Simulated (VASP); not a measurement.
# P (P4mm) in VASP: single point with PBE+D3(BJ)

Aim: the single point of P with PBE+D3(BJ).

Everything below comes from runs of VASP 6.6.1. Logs are shortened: lines on timing, memory, paths and dates and some standing lists are left out, and cuts for length are marked.

**1. The cell of the first run**

The structure is tetragonal, space group P4mm (No. 99). Conventional cell: a = 4.815 Å, b = 4.815 Å, c = 4.815 Å, α = 90.00°, β = 90.00°, γ = 90.00°. Within 2.6 Å of P (site symmetry 4mm) lie 5 P at 1.96 to 2.45 Å. Within 2.6 Å of P (site symmetry 4mm) lie 5 P at 1.96 to 2.41 Å. P (site symmetry 2mm) has 6 P at 2.41 to 2.45 Å within 3.2 Å. P (site symmetry 2mm) has 8 P at 2.41 to 3.10 Å within 3.2 Å. P (site symmetry 4mm) has 6 P at 2.41 Å within 3.2 Å. P (site symmetry 4mm) has 6 P at 2.41 Å within 3.2 Å.

**2. Single point, PBE+D3(BJ) (atom 1 (P) moved +0.450 Å towards its neighbour atom 2 (P) at 2.407 Å)**

Input file INCAR:

```
SYSTEM = P
PREC     = Accurate       ! precision mode
ENCUT    = 520            ! plane-wave cutoff, eV
EDIFF    = 1E-7           ! SCF threshold, eV
ISMEAR   = 0              ! smearing method
SIGMA    = 0.15           ! smearing width, eV
LREAL    = .False.        ! projectors in reciprocal space
LASPH    = .True.         ! aspherical terms in the spheres
NELM     = 60             ! most SCF steps
ALGO     = Normal         ! electronic algorithm
ISIF     = 2              ! what is computed and relaxed
LWAVE    = .False.        ! write WAVECAR
LCHARG   = .False.        ! write CHGCAR
GGA      = PE             ! functional
IVDW     = 12             ! dispersion correction
NBANDS   = 30             ! bands
```

Input file KPOINTS:

```
Automatic mesh
0
Gamma
  12 12 12
  0 0 0
```

Input file POSCAR:

```
P
1.0
    0.0000000000     -4.8145205296      0.0000000000
   -4.8145205296      0.0000000000      0.0000000000
    0.0000000000      0.0000000000     -4.8147372170
P
8
Direct
    0.5000000000      0.5000000000      0.4065369552
    0.5000000000      0.5000000000      0.0000000000
    0.0000000000      0.5000000000      0.5000000000
    0.0000000000      0.5000000000      0.0000000000
    0.5000000000      0.0000000000      0.5000000000
    0.5000000000      0.0000000000      0.0000000000
    0.0000000000      0.0000000000      0.5000000000
    0.0000000000      0.0000000000      0.0000000000
```

Potentials or basis: VASP PAW PBE potentials, release 64 (P).

Run with:

```bash
$ cat potpaw_PBE.64/P/POTCAR > POTCAR
$ mpirun -np 1 vasp_std > vasp.out
```

OUTCAR:

```text
SYSTEM = P
   PREC = Accurate
   ENCUT = 520
   EDIFF = 1E-7
   ISMEAR = 0
   LREAL = .False.
   LASPH = .True.
   NELM = 60
   ISIF = 2
   GGA = PE
   IVDW = 12
 IVDW          = 12

 ion  position               nearest neighbor table
   1  0.500  0.500  0.407-   2 1.96   3 2.45   5 2.45   5 2.45   3 2.45   2 2.86
   2  0.500  0.500  0.000-   1 1.96   4 2.41   6 2.41   6 2.41   4 2.41   1 2.86
   3  0.000  0.500  0.500-   7 2.41   7 2.41   4 2.41   4 2.41   1 2.45   1 2.45
   4  0.000  0.500  0.000-   2 2.41   8 2.41   8 2.41   2 2.41   3 2.41   3 2.41
   5  0.500  0.000  0.500-   7 2.41   7 2.41   6 2.41   6 2.41   1 2.45   1 2.45
   6  0.500  0.000  0.000-   2 2.41   8 2.41   2 2.41   8 2.41   5 2.41   5 2.41
   7  0.000  0.000  0.500-   3 2.41   5 2.41   3 2.41   5 2.41   8 2.41   8 2.41
   8  0.000  0.000  0.000-   4 2.41   6 2.41   4 2.41   6 2.41   7 2.41   7 2.41

  LATTYP: Found a simple tetragonal cell.
 ALAT       =     4.8145205296
 C/A-ratio  =     1.0000450071

  Lattice vectors:

 A1 = (   0.0000000000,  -4.8145205296,   0.0000000000)
 A2 = (  -4.8145205296,   0.0000000000,   0.0000000000)
 A3 = (   0.0000000000,   0.0000000000,  -4.8147372170)

Analysis of symmetry for initial positions (statically):
=====================================================================
 Subroutine PRICEL returns:
 Original cell was already a primitive cell.

 Routine SETGRP: Setting up the symmetry group for a
 simple tetragonal supercell.

 Subroutine GETGRP returns: Found  8 space group operations
 (whereof  8 operations were pure point group operations)
 out of a pool of 16 trial point group operations.

The static configuration has the point symmetry C_4v.

Analysis of symmetry for dynamics (positions and initial velocities):
=====================================================================
 Subroutine PRICEL returns:
 Original cell was already a primitive cell.

 Routine SETGRP: Setting up the symmetry group for a
 simple tetragonal supercell.

 Subroutine GETGRP returns: Found  8 space group operations
 (whereof  8 operations were pure point group operations)
 out of a pool of 16 trial point group operations.

The dynamic configuration has the point symmetry C_4v.

 Subroutine INISYM returns: Found  8 space group operations
 (whereof  8 operations are pure point group operations),
 and found     1 'primitive' translations

----------------------------------------------------------------------------------------
[... 112 lines left out ...]
   ISYM   =      2    0-nonsym 1-usesym 2-fastsym
   POTIM  = 0.5000    time-step for ionic-motion
   TEBEG  =    0.0;   TEEND  =   0.0 temperature during run
   PSTRESS=    0.0 pullay stress
   NELECT =      40.0000    total number of electrons
   NUPDOWN=      -1.0000    fix difference up-down
   EMIN   =  10.00;   EMAX   =-10.00  energy-range for DOS
   EFERMI =   0.00;   METHOD = LEGACY
   ISMEAR =     0;   SIGMA  =   0.15  broadening in eV -4-tet -1-fermi 0-gaus
   EFERMI_NEDOS =   21; number of points for ismear=-14 and -15
   IALGO  =     38    algorithm
   IMIX   =      4    mixing-type and parameters
     AMIX     =   0.40;   BMIX     =  1.00
     AMIX_MAG =   1.60;   BMIX_MAG =  1.00
  volume/ion in A,a.u.               =      13.95        94.14
  Fermi-wavevector in a.u.,A,eV,Ry     =   1.162881  2.197526 18.399052  1.352292
  Thomas-Fermi vector in A             =   2.299437
   LORBIT       =      0    0 simple, 1 ext, 2 COOP (PROOUT), +10 PAW based schemes
   GGA     = PE    functional components
   LHFCALC =     F    Hartree Fock is set to
   AEXX    =    0.0000 exact exchange contribution
   IVDW    =    12    specifies the selected vdW correction
   LEPSILON=     F    determine dielectric tensor
   LRPA    =     F    only Hartree local field effects (RPA)
 non-spin polarized calculation
 Gauss-broadening in eV      SIGMA  =   0.15
  energy-cutoff  :      520.00
  volume of cell :      111.60
 maximum number of plane-waves:      3032
 NGX is ok and might be reduce to    36
   NGX = 17   NGY = 17   NGZ = 17

 number of electron      39.9999982 magnetization

 Free energy of the ion-electron system (eV)
  ---------------------------------------------------
  ext. energy  EPLUGINS =         0.00000000
  ---------------------------------------------------
  free energy    TOTEN  =       -41.29299679 eV

  energy without entropy =      -41.26922657  energy(sigma->0) =      -41.28111168

 E-fermi :  10.3615     XC(G=0): -11.4478

 val. band max:       10.3570768472   @ k =   0.1667   0.0833   0.3333
 cond. band min:      10.3651669584   @ k =   0.5000   0.0833   0.0833
 fundamental gap:      0.0080901112
 Fermi energy:        10.3615445440

 k-point     1 :       0.0000    0.0000    0.0000
  band No.  band energies     occupation
      1      -6.8568      2.00000
      2      -2.8354      2.00000
      3      -2.1440      2.00000
      4      -1.9889      2.00000
      5       1.0723      2.00000
      6       1.1484      2.00000
[... 781 lines left out ...]
     29      15.4855      0.00000
     30      15.8171      0.00000

 [... further k-points ...]

------------------------ aborting loop because EDIFF is reached ----------------------------------------

 Edisp (eV)   -4.04916

 E8    (eV) :    -1.5291

  FORCE on cell =-STRESS in cart. coord.  units (eV):
  Direction    XX          YY          ZZ          XY          YZ          ZX
  --------------------------------------------------------------------------------------
  -------------------------------------------------------------------------------------
  Total       0.70572     0.70572     8.34284     0.00000     0.00000     0.00000
  in kB      10.13129    10.13129   119.76935     0.00000     0.00000     0.00000
  external pressure =       46.68 kB  Pullay stress =        0.00 kB

 VOLUME and BASIS-vectors are now :
 -----------------------------------------------------------------------------
  energy-cutoff  :      520.00
  volume of cell :      111.60
      direct lattice vectors                 reciprocal lattice vectors
     0.000000000 -4.814520530  0.000000000     0.000000000 -0.207705003  0.000000000
    -4.814520530  0.000000000  0.000000000    -0.207705003  0.000000000  0.000000000
     0.000000000  0.000000000 -4.814737217     0.000000000  0.000000000 -0.207695655

 POSITION                                       TOTAL-FORCE (eV/Angst)
 -----------------------------------------------------------------------------------
     -2.40726     -2.40726     -1.95737        -0.000000     -0.000000     -5.562862
     -2.40726     -2.40726      0.00000        -0.000000     -0.000000      3.837226
     -2.40726      0.00000     -2.40737         0.000000      0.000000      0.169095
     -2.40726      0.00000      0.00000        -0.000000      0.000000      0.659765
      0.00000     -2.40726     -2.40737         0.000000      0.000000      0.169095
      0.00000     -2.40726      0.00000         0.000000      0.000000      0.659765
      0.00000      0.00000     -2.40737        -0.000000      0.000000      0.258018
      0.00000      0.00000      0.00000        -0.000000      0.000000     -0.190102
 -----------------------------------------------------------------------------------
    total drift:                               -0.000000      0.000000     -0.000150

  FREE ENERGIE OF THE ION-ELECTRON SYSTEM (eV)
  ---------------------------------------------------
  free  energy   TOTEN  =       -45.3421611590 eV

  energy  without entropy=      -45.3183909302  energy(sigma->0) =      -45.33027604
```

Wall time 6.6 min (1 thread of Intel Xeon Platinum 8259CL at 2.50GHz (Skylake/Cascade Lake), shared host); peak memory 0.51 GiB.

What came out:

| Item | Value |
| --- | --- |
| Free energy | -45.3422 eV |
| Pressure | 4.7 GPa |
| Largest force | 5.563 eV/Å |
| Band gap on the k mesh | zero (bands 20 and 21 overlap by 2.04 eV) |
| Dispersion energy per atom | -0.506 eV |

Forces in eV/Å, atoms in the order of the input:
```
P    0.000  0.000 -5.563
P    0.000  0.000  3.837
P    0.000  0.000  0.169
P    0.000  0.000  0.660
P    0.000  0.000  0.169
P    0.000  0.000  0.660
P    0.000  0.000  0.258
P    0.000  0.000 -0.190
```

Stress tensor (GPa, compression positive):
```
 1.01  0.00  0.00
 0.00  1.01  0.00
 0.00  0.00 11.98
```

Caveat: the cell differs from its parent crystal (atom 1 (P) moved +0.450 Å towards its neighbour atom 2 (P) at 2.407 Å); the stress differs along the axes, from 1 to 12 GPa; forces of over 1 eV/Å act on the atoms, so gaps and moduli don't describe the material at rest.
